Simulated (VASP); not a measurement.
# AlNi (Pm-3m) in VASP: a series of runs

Runs on AlNi. Level: PBE. Tasks: single point, relaxation of cell and atoms.

Program: VASP 6.6.1. These are calculated values, not measurements. Logs are shortened: lines on timing, memory, paths and dates and some standing lists are left out, and cuts for length are marked.

### Step 1. The cell of the first run

The structure is cubic, space group Pm-3m (No. 221). The conventional cell has a = 2.620 Å, b = 2.620 Å, c = 2.620 Å, α = 90.00°, β = 90.00°, γ = 90.00°. Within 3.0 Å of Al (site symmetry m-3m) lie 8 Ni at 2.27 Å and 6 Al at 2.62 Å. Within 3.0 Å of Ni (site symmetry m-3m) lie 8 Al at 2.27 Å and 6 Ni at 2.62 Å.

### Step 2. Single point, PBE

The input, INCAR:

```
SYSTEM = AlNi
PREC = Accurate ; ENCUT = 520
EDIFF = 1E-6 ; ISMEAR = 0
SIGMA = 0.1 ; LREAL = .False.
LASPH = .True. ; NELM = 60
ALGO = Normal ; ISIF = 2
LWAVE = .False. ; LCHARG = .False.
GGA = PE ; NBANDS = 14
```

The input, KPOINTS:

```
regular mesh
0
Gamma
  16 16 16
  0 0 0
```

The input, POSCAR:

```
AlNi
1.0
    2.6197822848      0.0000000000      0.0000000000
    0.0000000000      2.6197822848      0.0000000000
    0.0000000000      0.0000000000      2.6197822848
Al Ni
1 1
Direct
    0.5000000000      0.5000000000      0.5000000000
    0.0000000000      0.0000000000      0.0000000000
```

Potentials or basis: VASP PAW PBE potentials, release 64 (Al, Ni).

Launch:

```console
> cat potpaw_PBE.64/Al/POTCAR potpaw_PBE.64/Ni/POTCAR > POTCAR
> mpirun -np 1 vasp_std > vasp.out
```

OUTCAR:

```text
SYSTEM = AlNi
   PREC = Accurate
   ENCUT = 520
   EDIFF = 1E-6
   ISMEAR = 0
   LREAL = .False.
   LASPH = .True.
   NELM = 60
   ISIF = 2
   GGA = PE

 ion  position               nearest neighbor table
   1  0.500  0.500  0.500-   2 2.27   2 2.27   2 2.27   2 2.27   2 2.27   2 2.27   2 2.27   2 2.27

   2  0.000  0.000  0.000-   1 2.27   1 2.27   1 2.27   1 2.27   1 2.27   1 2.27   1 2.27   1 2.27

  LATTYP: Found a simple cubic cell.
 ALAT       =     2.6197822848

  Lattice vectors:

 A1 = (   2.6197822848,   0.0000000000,   0.0000000000)
 A2 = (   0.0000000000,   2.6197822848,   0.0000000000)
 A3 = (   0.0000000000,   0.0000000000,   2.6197822848)

Analysis of symmetry for initial positions (statically):
=====================================================================
 Subroutine PRICEL returns:
 Original cell was already a primitive cell.

 Routine SETGRP: Setting up the symmetry group for a
 simple cubic supercell.

 Subroutine GETGRP returns: Found 48 space group operations
 (whereof 48 operations were pure point group operations)
 out of a pool of 48 trial point group operations.

The static configuration has the point symmetry O_h .

Analysis of symmetry for dynamics (positions and initial velocities):
=====================================================================
 Subroutine PRICEL returns:
 Original cell was already a primitive cell.

 Routine SETGRP: Setting up the symmetry group for a
 simple cubic supercell.

 Subroutine GETGRP returns: Found 48 space group operations
 (whereof 48 operations were pure point group operations)
 out of a pool of 48 trial point group operations.

The dynamic configuration has the point symmetry O_h .

 Subroutine INISYM returns: Found 48 space group operations
 (whereof 48 operations are pure point group operations),
 and found     1 'primitive' translations

----------------------------------------------------------------------------------------

                                     Primitive cell

  volume of cell :      17.9802

  direct lattice vectors                    reciprocal lattice vectors
     2.619782285  0.000000000  0.000000000     0.381711109  0.000000000  0.000000000
     0.000000000  2.619782285  0.000000000     0.000000000  0.381711109  0.000000000
     0.000000000  0.000000000  2.619782285     0.000000000  0.000000000  0.381711109

  length of vectors
     2.619782285  2.619782285  2.619782285     0.381711109  0.381711109  0.381711109

  position of ions in fractional coordinates (direct lattice)
[... 91 lines left out ...]
   NUPDOWN=      -1.0000    fix difference up-down
   EMIN   =  10.00;   EMAX   =-10.00  energy-range for DOS
   EFERMI =   0.00;   METHOD = LEGACY
   ISMEAR =     0;   SIGMA  =   0.10  broadening in eV -4-tet -1-fermi 0-gaus
   EFERMI_NEDOS =   21; number of points for ismear=-14 and -15
   IALGO  =     38    algorithm
   IMIX   =      4    mixing-type and parameters
     AMIX     =   0.40;   BMIX     =  1.00
     AMIX_MAG =   1.60;   BMIX_MAG =  1.00
  volume/ion in A,a.u.               =       8.99        60.67
  Fermi-wavevector in a.u.,A,eV,Ry     =   1.469346  2.776661 29.374675  2.158978
  Thomas-Fermi vector in A             =   2.584734
   LORBIT       =      0    0 simple, 1 ext, 2 COOP (PROOUT), +10 PAW based schemes
   GGA     = PE    functional components
   LHFCALC =     F    Hartree Fock is set to
   AEXX    =    0.0000 exact exchange contribution
   IVDW    =     0    specifies the selected vdW correction
   LEPSILON=     F    determine dielectric tensor
   LRPA    =     F    only Hartree local field effects (RPA)
 non-spin polarized calculation
 Gauss-broadening in eV      SIGMA  =   0.10
  energy-cutoff  :      520.00
  volume of cell :       17.98
 maximum number of plane-waves:       500
 NGX is ok and might be reduce to    20
   NGX =  9   NGY =  9   NGZ =  9

 number of electron      12.9999998 magnetization

 Free energy of the ion-electron system (eV)
  ---------------------------------------------------
  ext. energy  EPLUGINS =         0.00000000
  ---------------------------------------------------
  free energy    TOTEN  =        -9.19666914 eV

  energy without entropy =       -9.19344795  energy(sigma->0) =       -9.19505855

 E-fermi :  14.3296     XC(G=0): -13.4977

 val. band max:       14.2809193232   @ k =   0.3750   0.1875   0.1250
 cond. band min:      14.3718226424   @ k =   0.3750   0.3125   0.1250
 fundamental gap:      0.0909033191
 Fermi energy:        14.3296140644

 k-point     1 :       0.0000    0.0000    0.0000
  band No.  band energies     occupation
      1       0.9433      2.00000
      2       9.4438      2.00000
      3       9.4438      2.00000
      4      12.0946      2.00000
      5      12.0946      2.00000
      6      12.0946      2.00000
      7      21.2248      0.00000
      8      21.2248      0.00000
      9      21.2248      0.00000
     10      23.4443      0.00000
     11      23.4443      0.00000
     12      33.9289      0.00000
     13      38.8486      0.00000
     14      38.8486      0.00000
[... 377 lines left out ...]
      1       6.1394      2.00000
      2       6.3567      2.00000
      3      10.2774      2.00000
      4      10.9967      2.00000
      5      11.1052      2.00000
      6      12.0740      2.00000
      7      13.5231      2.00000
      8      22.1044      0.00000
      9      23.6088      0.00000
     10      26.4229      0.00000
     11      28.1598      0.00000
     12      28.5170      0.00000
     13      32.8544      0.00000
     14      34.0431      0.00000

 [... further k-points ...]

------------------------ aborting loop because EDIFF is reached ----------------------------------------

  FORCE on cell =-STRESS in cart. coord.  units (eV):
  Direction    XX          YY          ZZ          XY          YZ          ZX
  --------------------------------------------------------------------------------------
  -------------------------------------------------------------------------------------
  Total       10.0883458     10.0883458     10.0883458     -0.0000000     -0.0000000     -0.0000000
  in kB      898.9487665    898.9487665    898.9487665     -0.0000000     -0.0000000     -0.0000000
  external PRESSURE =     898.9487665 kB  Pullay stress =       0.0000000 kB

 VOLUME and BASIS-vectors are now :
 -----------------------------------------------------------------------------
  energy-cutoff  :      520.00
  volume of cell :       17.98
      direct lattice vectors                 reciprocal lattice vectors
     2.619782285  0.000000000  0.000000000     0.381711109  0.000000000  0.000000000
     0.000000000  2.619782285  0.000000000     0.000000000  0.381711109  0.000000000
     0.000000000  0.000000000  2.619782285     0.000000000  0.000000000  0.381711109

 POSITION                                       TOTAL-FORCE (eV/Angst)
 -----------------------------------------------------------------------------------
      1.30989      1.30989      1.30989         0.000000      0.000000      0.000000
      0.00000      0.00000      0.00000         0.000000      0.000000      0.000000
 -----------------------------------------------------------------------------------
    total drift:                                0.000000      0.000000      0.000000

  FREE ENERGIE OF THE ION-ELECTRON SYSTEM (eV)
  ---------------------------------------------------
  free  energy   TOTEN  =        -9.1966691430 eV

  energy  without entropy=       -9.1934479543  energy(sigma->0) =       -9.19505855
```

stdout:

```text
POSCAR found type information on POSCAR AlNi
 POSCAR found :  2 types and       2 ions
 scaLAPACK will be used
 LDA part: xc-table for (Slater+PW92), standard interpolation
 POSCAR, INCAR and KPOINTS ok, starting setup
 FFT: planning ... GRIDC
 FFT: planning ... GRID_SOFT
 FFT: planning ... GRID
 WAVECAR not read
 entering main loop
```

It took 44 s on 1 thread of Intel Xeon 8259CL, shared host; peak memory 0.16 GiB.

What came out:

```yaml
Free_energy: -9.1967 eV
Pressure: 89.9 GPa
Band_gap_on_the_k_mesh: zero (an odd number of electrons rules out a gap without spin polarisation)
```

Caveat: the cell stands under pressure.

### Step 3. Single point, PBE

This run uses another cell than the first one, of 9.89 Å³/atom.

The input, INCAR:

```
ALGO = Normal
EDIFF = 1E-6
ENCUT = 520
GGA = PE
ISIF = 2
ISMEAR = 0
LASPH = T
LCHARG = F
LREAL = F
LWAVE = F
NBANDS = 14
NELM = 80
PREC = Accurate
SIGMA = 0.1
```

The input, KPOINTS:

```
k-points
0
Gamma
  16 16 16
```

The input, POSCAR:

```
AlNi
1.0
    2.7041607141      0.0000000000      0.0000000000
    0.0000000000      2.7041607141      0.0000000000
    0.0000000000      0.0000000000      2.7041607141
Al Ni
1 1
Direct
    0.5000000000      0.5000000000      0.5000000000
    0.0000000000      0.0000000000      0.0000000000
```

Potentials or basis: VASP PAW PBE potentials, release 64 (Al, Ni).

Launch:

```console
> cat potpaw_PBE.64/Al/POTCAR potpaw_PBE.64/Ni/POTCAR > POTCAR
> mpirun -np 1 vasp_std > vasp.out
```

OUTCAR:

```text
EDIFF = 1E-6
   ENCUT = 520
   GGA = PE
   ISIF = 2
   ISMEAR = 0
   LASPH = T
   LREAL = F
   NELM = 80
   PREC = Accurate

 ion  position               nearest neighbor table
   1  0.500  0.500  0.500-   2 2.34   2 2.34   2 2.34   2 2.34   2 2.34   2 2.34   2 2.34   2 2.34

   2  0.000  0.000  0.000-   1 2.34   1 2.34   1 2.34   1 2.34   1 2.34   1 2.34   1 2.34   1 2.34

  LATTYP: Found a simple cubic cell.
 ALAT       =     2.7041607141

  Lattice vectors:

 A1 = (   2.7041607141,   0.0000000000,   0.0000000000)
 A2 = (   0.0000000000,   2.7041607141,   0.0000000000)
 A3 = (   0.0000000000,   0.0000000000,   2.7041607141)

Analysis of symmetry for initial positions (statically):
=====================================================================
 Subroutine PRICEL returns:
 Original cell was already a primitive cell.

 Routine SETGRP: Setting up the symmetry group for a
 simple cubic supercell.

 Subroutine GETGRP returns: Found 48 space group operations
 (whereof 48 operations were pure point group operations)
 out of a pool of 48 trial point group operations.

The static configuration has the point symmetry O_h .

Analysis of symmetry for dynamics (positions and initial velocities):
=====================================================================
 Subroutine PRICEL returns:
 Original cell was already a primitive cell.

 Routine SETGRP: Setting up the symmetry group for a
 simple cubic supercell.

 Subroutine GETGRP returns: Found 48 space group operations
 (whereof 48 operations were pure point group operations)
 out of a pool of 48 trial point group operations.

The dynamic configuration has the point symmetry O_h .

 Subroutine INISYM returns: Found 48 space group operations
 (whereof 48 operations are pure point group operations),
 and found     1 'primitive' translations

----------------------------------------------------------------------------------------

                                     Primitive cell

  volume of cell :      19.7741

  direct lattice vectors                    reciprocal lattice vectors
[... 119 lines left out ...]
 Gauss-broadening in eV      SIGMA  =   0.10
  energy-cutoff  :      520.00
  volume of cell :       19.77
 maximum number of plane-waves:       554
   NGX = 11   NGY = 11   NGZ = 11

 number of electron      13.0000006 magnetization

 Free energy of the ion-electron system (eV)
  ---------------------------------------------------
  ext. energy  EPLUGINS =         0.00000000
  ---------------------------------------------------
  free energy    TOTEN  =        -9.96350422 eV

  energy without entropy =       -9.95995962  energy(sigma->0) =       -9.96173192

 E-fermi :  12.7617     XC(G=0): -12.9959

 val. band max:       12.7290273625   @ k =   0.5000   0.3750   0.3750
 cond. band min:      12.7739384934   @ k =   0.5000   0.4375   0.3125
 fundamental gap:      0.0449111308
 Fermi energy:        12.7617300275

 k-point     1 :       0.0000    0.0000    0.0000
  band No.  band energies     occupation
      1       0.1667      2.00000
      2       8.5070      2.00000
      3       8.5070      2.00000
      4      10.7911      2.00000
      5      10.7911      2.00000
      6      10.7911      2.00000
      7      19.1533      0.00000
      8      19.1533      0.00000
      9      19.1533      0.00000
     10      21.5382      0.00000
     11      21.5382      0.00000
     12      30.2433      0.00000
     13      36.0297      0.00000
     14      36.0297      0.00000
[... 377 lines left out ...]
      1       5.1772      2.00000
      2       5.2247      2.00000
      3       9.2269      2.00000
      4       9.8113      2.00000
      5       9.9173      2.00000
      6      10.7742      2.00000
      7      12.0103      2.00000
      8      20.3080      0.00000
      9      21.5699      0.00000
     10      24.2918      0.00000
     11      25.6388      0.00000
     12      25.8110      0.00000
     13      30.2148      0.00000
     14      31.1959      0.00000

 [... further k-points ...]

------------------------ aborting loop because EDIFF is reached ----------------------------------------

  FORCE on cell =-STRESS in cart. coord.  units (eV):
  Direction    XX          YY          ZZ          XY          YZ          ZX
  --------------------------------------------------------------------------------------
  -------------------------------------------------------------------------------------
  Total        6.1546987      6.1546987      6.1546987      0.0000000      0.0000000     -0.0000000
  in kB      498.6776213    498.6776213    498.6776213      0.0000000      0.0000000     -0.0000000
  external PRESSURE =     498.6776213 kB  Pullay stress =       0.0000000 kB

 VOLUME and BASIS-vectors are now :
 -----------------------------------------------------------------------------
  energy-cutoff  :      520.00
  volume of cell :       19.77
      direct lattice vectors                 reciprocal lattice vectors
     2.704160714  0.000000000  0.000000000     0.369800506  0.000000000  0.000000000
     0.000000000  2.704160714  0.000000000     0.000000000  0.369800506  0.000000000
     0.000000000  0.000000000  2.704160714     0.000000000  0.000000000  0.369800506

 POSITION                                       TOTAL-FORCE (eV/Angst)
 -----------------------------------------------------------------------------------
      1.35208      1.35208      1.35208         0.000000      0.000000      0.000000
      0.00000      0.00000      0.00000         0.000000      0.000000      0.000000
 -----------------------------------------------------------------------------------
    total drift:                                0.000000      0.000000      0.000000

  FREE ENERGIE OF THE ION-ELECTRON SYSTEM (eV)
  ---------------------------------------------------
  free  energy   TOTEN  =        -9.9635042224 eV

  energy  without entropy=       -9.9599596245  energy(sigma->0) =       -9.96173192
```

stdout:

```text
POSCAR found type information on POSCAR AlNi
 POSCAR found :  2 types and       2 ions
 scaLAPACK will be used
 LDA part: xc-table for (Slater+PW92), standard interpolation
 POSCAR, INCAR and KPOINTS ok, starting setup
 FFT: planning ... GRIDC
 FFT: planning ... GRID_SOFT
 FFT: planning ... GRID
 WAVECAR not read
 entering main loop
```

It took 43 s on 1 thread of Intel Xeon 8259CL, shared host; peak memory 0.16 GiB.

Results:

- Free energy: -9.9635 eV
- Pressure: 49.9 GPa
- Band gap on the k mesh: zero (an odd number of electrons rules out a gap without spin polarisation)

Caveat: the cell stands under pressure. Spin polarisation is off, so any magnetic state and its effect on volume and gap are missing.

### Step 4. Relaxation of cell and atoms, PBE, target pressure 25 GPa, at which the enthalpy is minimised

This run uses another cell than the first one, of 10.69 Å³/atom.

The input, INCAR:

```
ALGO = Normal
EDIFF = 1E-6
EDIFFG = -0.008
ENCUT = 600
GGA = PE
IBRION = 2
ISIF = 3
ISMEAR = 0
LASPH = T
LCHARG = F
LREAL = F
LWAVE = F
NELM = 80
NSW = 70
PREC = Accurate
PSTRESS = 250.0
SIGMA = 0.1
```

The input, KPOINTS:

```
k-points
0
Gamma
  14 14 14
```

The input, POSCAR:

```
AlNi
1.0
    2.7753198504      0.0000000000      0.0000000000
    0.0000000000      2.7753198504      0.0000000000
    0.0000000000      0.0000000000      2.7753198504
Al Ni
1 1
Direct
    0.5000000000      0.5000000000      0.5000000000
    0.0000000000      0.0000000000      0.0000000000
```

Launch:

```console
> cat potpaw_PBE.64/Al/POTCAR potpaw_PBE.64/Ni/POTCAR > POTCAR
> mpirun -np 1 vasp_std > vasp.out
```

It took 66 s on 1 thread of Intel Xeon 8259CL, shared host; peak memory 0.17 GiB.

It converged, with:

```yaml
Free_energy: -10.3450 eV
Relaxed_volume: 10.73 Å³/atom
Relaxed_cell: a = 2.779 Å, b = 2.779 Å, c = 2.779 Å, α = 90.00°, β = 90.00°, γ = 90.00°
Space_group_after_relaxing_to_0.1_Å: Pm-3m (No. 221)
Energy_change_on_relaxing_the_run_minimises_the_enthalpy: -6.0 meV/atom
Ionic_steps: 3
Pressure_after_relaxing: 25.0 GPa
Band_gap_on_the_k_mesh: zero (an odd number of electrons rules out a gap without spin polarisation)
```

The path:
```
step  energy change (eV)  largest force (eV/Å)  pressure (GPa)  volume (Å³)
   1              0.0000                0.0000           25.94        21.38
   2             -0.0301                0.0000           23.59        21.57
   3             -0.0120                0.0000           25.02        21.45
```

Final structure:
```cif
data_structure
_symmetry_space_group_name_H-M 'P 1'
_symmetry_Int_Tables_number 1
_cell_length_a 2.7786
_cell_length_b 2.7786
_cell_length_c 2.7786
_cell_angle_alpha 90.000
_cell_angle_beta 90.000
_cell_angle_gamma 90.000
_cell_volume 21.45
loop_
_atom_site_label
_atom_site_type_symbol
_atom_site_fract_x
_atom_site_fract_y
_atom_site_fract_z
_atom_site_occupancy
Al1 Al 0.50000 0.50000 0.50000 1
Ni1 Ni 0.00000 0.00000 0.00000 1
```

Levels at points of the mesh, in eV from the Fermi level:
| k point | band 3 | band 4 | band 5 | band 6 | band 7 | band 8 | band 9 | band 10 |
| --- | --- | --- | --- | --- | --- | --- | --- | --- |
| (0.00, 0.00, 0.00) | -3.76 | -1.75 | -1.75 | -1.75 | 6.01 | 6.01 | 6.01 | 8.51 |
| (0.50, 0.00, 0.00) | -3.19 | -2.56 | -2.56 | -1.65 | -0.68 | 8.42 | 10.60 | 10.60 |
| (0.50, 0.50, 0.00) | -3.16 | -3.16 | -2.39 | -2.39 | -1.13 | 1.72 | 3.04 | 13.56 |
| (0.50, 0.50, 0.50) | -4.64 | -1.10 | -1.10 | 1.94 | 1.94 | 1.94 | 4.73 | 4.97 |

Caveat: the cell is relaxed towards a set pressure, so the run minimises the enthalpy, not the energy.

### Step 5. Overview

| task | cell | k mesh | cutoff (eV) | gap on the mesh (eV) | pressure (GPa) |
| --- | --- | --- | --- | --- | --- |
| single point | a = 2.620 Å, 2 atoms | 16 × 16 × 16 | 520 | none | 89.9 |
| single point | a = 2.704 Å, 2 atoms | 16 × 16 × 16 | 520 | none | 49.9 |
| relaxation of cell and atoms | relaxed to 25 GPa from a = 2.775 Å, 2 atoms | 14 × 14 × 14 | 600 | none | 25.0 |

Alike in all rows: level PBE; potentials or basis VASP PAW PBE potentials, release 64 (Al, Ni); no spin polarisation; smearing gaussian 0.1 eV.

Caveats: the cell stands under pressure (at least some runs); the cell is relaxed towards a set pressure, so the run minimises the enthalpy, not the energy (at least some runs).

Total energies depend on the potentials used, so only differences within one code and one set of settings carry meaning.
